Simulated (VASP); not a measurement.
Input of a VASP 6.6.1 run:

INCAR

```
  ALGO = Normal
  EDIFF = 1E-7
  ENCUT = 520
  GGA = PS
  ISIF = 2
  ISMEAR = 0
  LASPH = T
  LCHARG = F
  LREAL = F
  LWAVE = F
  NBANDS = 9
  NELM = 100
  PREC = Accurate
  SIGMA = 0.05
```

The input KPOINTS:

```
k-points
0
Gamma
  16 16 10
```

Contents of POSCAR:

```
Mg
1.0
    3.0460654671      0.0000000000      0.0000000000
   -1.5230327335      2.6379700761      0.0000000000
    0.0000000000      0.0000000000      4.9306377420
Mg
2
Direct
    0.3333333333      0.6666666667      0.2500000000
    0.6666666667      0.3333333333      0.7500000000
```

Potentials or basis: VASP PAW PBE potentials, release 64 (Mg).

Launch:

```console
$ cat potpaw_PBE.64/Mg/POTCAR > POTCAR
$ mpirun -np 1 vasp_std > vasp.out
```

(1) Estimate the pressure.

(2) Estimate the band gap on the k mesh.

Answers

(1) 6.2 GPa.

(2) zero (band 2 reaches 4.43 eV, above the bottom of band 3 at 2.20 eV).

Caveat: the PAW data sets were made with another functional, which shifts forces and pressure a little.
